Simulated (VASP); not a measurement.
# AlRu4 (P-3m1) in VASP: notebook, part 3 of 3

VASP 6.6.1. Earlier steps stand in the parts before.

## (7) Relaxation of cell and atoms, PBE

The input, INCAR:

```
SYSTEM = AlRu4
PREC     = Accurate       ! precision mode
ENCUT    = 600            ! plane-wave cutoff, eV
EDIFF    = 1E-6           ! SCF threshold, eV
ISMEAR   = 0              ! smearing method
SIGMA    = 0.1            ! smearing width, eV
LREAL    = .False.        ! projectors in reciprocal space
LASPH    = .True.         ! aspherical terms in the spheres
NELM     = 80             ! most SCF steps
ALGO     = Fast           ! electronic algorithm
ISIF     = 3              ! what is computed and relaxed
LWAVE    = .False.        ! write WAVECAR
LCHARG   = .False.        ! write CHGCAR
GGA      = PE             ! functional
IBRION   = 2              ! ionic algorithm
NSW      = 100            ! ionic steps
EDIFFG   = -0.01          ! ionic threshold
```

The input, KPOINTS:

```
regular mesh
0
Gamma
  12 12 4
  0 0 0
```

The input, POSCAR:

```
AlRu4
1.0
    2.7547078493      0.0000000000      0.0000000000
   -1.3773539247      2.3856469775      0.0000000000
    0.0000000000      0.0000000000     10.5650609914
Al Ru
1 4
Direct
    0.0000000000      0.0000000000      0.0000000000
    0.3333333333      0.6666666667      0.2004799551
    0.6666666667      0.3333333333      0.7995200449
    0.6666666667      0.3333333333      0.4011309297
    0.3333333333      0.6666666667      0.5988690703
```

Potentials or basis: VASP PAW PBE potentials, release 64 (Al, Ru_pv).

Run with:

```sh
> cat potpaw_PBE.64/Al/POTCAR potpaw_PBE.64/Ru_pv/POTCAR > POTCAR
> mpirun -np 1 vasp_std > vasp.out
```

OUTCAR:

```text
SYSTEM = AlRu4
   PREC = Accurate
   ENCUT = 600
   EDIFF = 1E-6
   ISMEAR = 0
   LREAL = .False.
   LASPH = .True.
   NELM = 80
   ISIF = 3
   GGA = PE
   IBRION = 2
   NSW = 100
   EDIFFG = -0.01

 ion  position               nearest neighbor table
   1  0.000  0.000  0.000-   2 2.65   3 2.65   3 2.65   2 2.65   3 2.65   2 2.65
   2  0.333  0.667  0.200-   1 2.65   1 2.65   1 2.65   4 2.65   4 2.65   4 2.65
   3  0.667  0.333  0.800-   1 2.65   1 2.65   1 2.65   5 2.65   5 2.65   5 2.65
   4  0.667  0.333  0.401-   5 2.63   5 2.63   5 2.63   2 2.65   2 2.65   2 2.65
   5  0.333  0.667  0.599-   4 2.63   4 2.63   4 2.63   3 2.65   3 2.65   3 2.65

  LATTYP: Found a hexagonal cell.
 ALAT       =     2.7547078493
 C/A-ratio  =     3.8352745806

  Lattice vectors:

 A1 = (   2.7547078493,   0.0000000000,   0.0000000000)
 A2 = (  -1.3773539247,   2.3856469775,   0.0000000000)
 A3 = (   0.0000000000,   0.0000000000,  10.5650609914)

Analysis of symmetry for initial positions (statically):
=====================================================================
 Subroutine PRICEL returns:
 Original cell was already a primitive cell.

 Routine SETGRP: Setting up the symmetry group for a
 hexagonal supercell.

 Subroutine GETGRP returns: Found 12 space group operations
 (whereof 12 operations were pure point group operations)
 out of a pool of 24 trial point group operations.

The static configuration has the point symmetry D_3d.

Analysis of symmetry for dynamics (positions and initial velocities):
=====================================================================
 Subroutine PRICEL returns:
 Original cell was already a primitive cell.

 Routine SETGRP: Setting up the symmetry group for a
 hexagonal supercell.

 Subroutine GETGRP returns: Found 12 space group operations
[... 144 lines left out ...]
  energy-cutoff  :      600.00
  volume of cell :       69.43
 maximum number of plane-waves:      2382
 NGX is ok and might be reduce to    24
   NGX = 11   NGY = 11   NGZ = 43

--------------------------------------- Ionic step        1  -------------------------------------------

 number of electron      59.0000005 magnetization

 Free energy of the ion-electron system (eV)
  ---------------------------------------------------
  ext. energy  EPLUGINS =         0.00000000
  ---------------------------------------------------
  free energy    TOTEN  =       -41.33139971 eV

  energy without entropy =      -41.30285566  energy(sigma->0) =      -41.31712769

------------------------ aborting loop because EDIFF is reached ----------------------------------------

  FORCE on cell =-STRESS in cart. coord.  units (eV):
  Direction    XX          YY          ZZ          XY          YZ          ZX
  --------------------------------------------------------------------------------------
  -------------------------------------------------------------------------------------
  Total       -0.2829159     -0.2829159      0.3718052      0.0000000      0.0000000      0.0000000
  in kB       -6.5285117     -6.5285117      8.5797048      0.0000000      0.0000000      0.0000000
  external PRESSURE =      -1.4924396 kB  Pullay stress =       0.0000000 kB
[... 98 lines left out ...]
  FREE ENERGIE OF THE ION-ELECTRON SYSTEM (eV)
  ---------------------------------------------------
  free  energy   TOTEN  =       -41.3343376150 eV

  energy  without entropy=      -41.3070697267  energy(sigma->0) =      -41.32070367

[... ionic steps 4 to 7 ...]

--------------------------------------- Ionic step        8  -------------------------------------------

 number of electron      59.0000002 magnetization

------------------------ aborting loop because EDIFF is reached ----------------------------------------
[... 73 lines left out ...]
--------------------------------------- Ionic step       10  -------------------------------------------

 number of electron      59.0000003 magnetization

 Free energy of the ion-electron system (eV)
  ---------------------------------------------------
  ext. energy  EPLUGINS =         0.00000000
  ---------------------------------------------------
  free energy    TOTEN  =       -41.33440722 eV

  energy without entropy =      -41.30729456  energy(sigma->0) =      -41.32085089

 E-fermi :  11.7667     XC(G=0): -13.3472

 val. band max:       11.7597364311   @ k =   0.0833  -0.0000   0.0000
 cond. band min:      11.7676187393   @ k =   0.1667   0.1667   0.0000
 fundamental gap:      0.0078823082
 Fermi energy:        11.7667011956

 k-point     1 :       0.0000    0.0000    0.0000
  band No.  band energies     occupation
      1     -31.7430      2.00000
      2     -31.2433      2.00000
      3     -30.9735      2.00000
      4     -30.9735      2.00000
      5     -30.8689      2.00000
      6     -30.8689      2.00000
[... 901 lines left out ...]
     34      12.4606      0.00000
     35      13.0556      0.00000

 [... further k-points ...]
[... 5 lines left out ...]
  --------------------------------------------------------------------------------------
  -------------------------------------------------------------------------------------
  Total       -0.0079192     -0.0079192      0.0021136      0.0000000      0.0000000     -0.0000000
  in kB       -0.1829338     -0.1829338      0.0488238      0.0000000      0.0000000     -0.0000000
  external PRESSURE =      -0.1056813 kB  Pullay stress =       0.0000000 kB
[... 20 lines left out ...]
  FREE ENERGIE OF THE ION-ELECTRON SYSTEM (eV)
  ---------------------------------------------------
  free  energy   TOTEN  =       -41.3344072189 eV

  energy  without entropy=      -41.3072945576  energy(sigma->0) =      -41.32085089

 reached required accuracy - stopping structural energy minimisation
```

OSZICAR:

```text
N       E                     dE             d eps       ncg     rms          rms(c)
DAV:   1     0.742998151347E+03    0.74300E+03   -0.37825E+04  4854   0.198E+03
DAV:   2    -0.155542214621E+02   -0.75855E+03   -0.74460E+03  5005   0.579E+02
DAV:   3    -0.439157671230E+02   -0.28362E+02   -0.27135E+02  6100   0.104E+02
DAV:   4    -0.445986138969E+02   -0.68285E+00   -0.67523E+00  5547   0.137E+01
[... 88 lines left out ...]
RMM:   2    -0.413344252095E+02    0.76672E-04   -0.45847E-04  4878   0.151E-01    0.312E-02
RMM:   3    -0.413344483040E+02   -0.23095E-04   -0.13140E-04  4918   0.588E-02    0.521E-02
RMM:   4    -0.413344088451E+02    0.39459E-04   -0.48253E-05  4869   0.433E-02    0.847E-03
RMM:   5    -0.413344073758E+02    0.14693E-05   -0.16082E-05  4209   0.174E-02    0.357E-03
RMM:   6    -0.413344072189E+02    0.15694E-06   -0.40307E-06  3293   0.985E-03
  10 F= -.41334407E+02 E0= -.41320851E+02  d E =-.162891E-04
```

CONTCAR:

```text
AlRu4
   1.00000000000000
     2.7499160704838701    0.0000000000001005    0.0000000000000000
    -1.3749580352917607    2.3814971753158556   -0.0000000000000000
     0.0000000000000000    0.0000000000000000   10.5907435801683327
  Al              Ru
     1     4
Direct
     0.0000000000000000    0.0000000000000000    0.0000000000000000
     0.3333333332999970    0.6666666667000030    0.2000264635888012
     0.6666666667000030    0.3333333332999970    0.7999735364111986
     0.6666666667000030    0.3333333332999970    0.4019008549491782
     0.3333333332999970    0.6666666667000030    0.5980991450508216

  0.00000000E+00  0.00000000E+00  0.00000000E+00
  0.00000000E+00  0.00000000E+00  0.00000000E+00
  0.00000000E+00  0.00000000E+00  0.00000000E+00
  0.00000000E+00  0.00000000E+00  0.00000000E+00
  0.00000000E+00  0.00000000E+00  0.00000000E+00
```

Run time: 26 min. Hardware: 1 thread of Oxide Virtual Turin-like, shared host; peak memory 0.3 GiB.

What came out:

```
Free energy                            : -41.3344 eV
Relaxed volume                         : 13.87 Å³/atom
Relaxed cell                           : a = 2.750 Å, b = 2.750 Å, c = 10.591 Å, α = 90.00°, β = 90.00°, γ = 120.00°
Space group after relaxing (to 0.05 Å) : P-3m1 (No. 164)
Energy gained by relaxing              : 0.6 meV/atom
Ionic steps                            : 10
Pressure after relaxing                : 0.0 GPa
Largest force after relaxing           : 0.005 eV/Å
```

Forces on the atoms (eV/Å):
```
Al   0.000  0.000  0.000
Ru   0.000  0.000 -0.005
Ru   0.000  0.000  0.005
Ru   0.000  0.000 -0.003
Ru   0.000  0.000  0.003
```

Step by step:
| step | energy change (eV) | largest force (eV/Å) | pressure (GPa) | volume (Å³) |
| --- | --- | --- | --- | --- |
| 1 | 0.0000 | 0.1924 | -0.15 | 69.43 |
| 2 | -0.0027 | 0.0309 | 0.22 | 69.30 |
| 3 | -0.0029 | 0.0243 | 0.15 | 69.33 |
| 4 | -0.0029 | 0.0174 | -0.35 | 69.45 |
| 5 | -0.0030 | 0.0089 | -0.05 | 69.38 |
| 6 | -0.0030 | 0.0064 | -0.09 | 69.39 |
| 7 | -0.0030 | 0.0082 | -0.11 | 69.38 |
| 8 | -0.0030 | 0.0075 | -0.09 | 69.38 |
| 9 | -0.0030 | 0.0124 | 0.09 | 69.34 |
| 10 | -0.0030 | 0.0053 | -0.01 | 69.36 |

Final structure:
```yaml
crystal:
  lattice:
    - [2.74992, 0.00000, 0.00000]
    - [-1.37496, 2.38150, 0.00000]
    - [0.00000, 0.00000, 10.59074]
  atoms:
    - { symbol: Al, position: [0.00000, 0.00000, 0.00000] }
    - { symbol: Ru, position: [0.33333, 0.66667, 0.20003] }
    - { symbol: Ru, position: [0.66667, 0.33333, 0.79997] }
    - { symbol: Ru, position: [0.66667, 0.33333, 0.40190] }
    - { symbol: Ru, position: [0.33333, 0.66667, 0.59810] }
```

Levels at points of the mesh, in eV from the Fermi level:
```tsv
k point	band 25	band 26	band 27	band 28	band 29	band 30	band 31	band 32	band 33	band 34
(0.00, 0.00, 0.00)	-2.15	-1.96	-1.96	-1.43	-0.96	-0.96	-0.16	0.05	0.05	0.71
(0.50, 0.00, 0.00)	-1.05	-0.93	-0.31	1.04	1.23	1.29	1.46	1.57	1.71	1.74
(0.00, 0.00, 0.50)	-2.15	-2.15	-1.96	-1.96	-0.94	-0.94	0.01	0.01	0.66	0.74
(0.50, 0.00, 0.50)	-1.29	-0.67	-0.22	0.80	0.94	1.16	1.29	1.56	1.71	1.74
```

## (8) Summary

```tsv
task	cell	k mesh	cutoff (eV)	smearing	gap on the mesh (eV)	pressure (GPa)	relaxed volume (Å³/atom)	largest force (eV/Å)
single point	a = 2.755, b = 2.755, c = 10.565 Å, angles 90.0, 90.0, 120.0°, 5 atoms	7 × 7 × 2	520	gaussian 0.2 eV	none	-0.1	-	0.01
relaxation of cell and atoms	relaxed from a = 2.700, b = 2.700, c = 10.450 Å, angles 90.0, 90.0, 120.0°, 5 atoms	7 × 7 × 2	600	gaussian 0.2 eV	none	0.3	13.86	0.07
single point	a = 2.750, b = 2.750, c = 10.592 Å, angles 90.0, 90.0, 120.0°, 5 atoms	12 × 12 × 4	520	gaussian 0.1 eV	none	-0.1	-	0.01
single point	a = 2.750, b = 2.750, c = 10.593 Å, angles 90.0, 90.0, 120.0°, 5 atoms	12 × 12 × 4	520	gaussian 0.1 eV	none	-0.1	-	0.01
relaxation of cell and atoms	relaxed from a = 2.750, b = 2.750, c = 10.592 Å, angles 90.0, 90.0, 120.0°, 5 atoms	12 × 12 × 4	600	gaussian 0.1 eV	none	0.0	13.87	-
relaxation of cell and atoms	relaxed from a = 2.755, b = 2.755, c = 10.565 Å, angles 90.0, 90.0, 120.0°, 5 atoms	12 × 12 × 4	600	gaussian 0.1 eV	none	0.0	13.87	0.01
```

Alike in all rows: level PBE; potentials or basis VASP PAW PBE potentials, release 64 (Al, Ru_pv); no spin polarisation.

Caveats: some runs use coarse meshes; the relaxation stopped at a loose force limit of 0.08 eV/Å, so its end isn't a converged minimum (some runs).

Absolute energies hang on the potentials; compare differences alone.
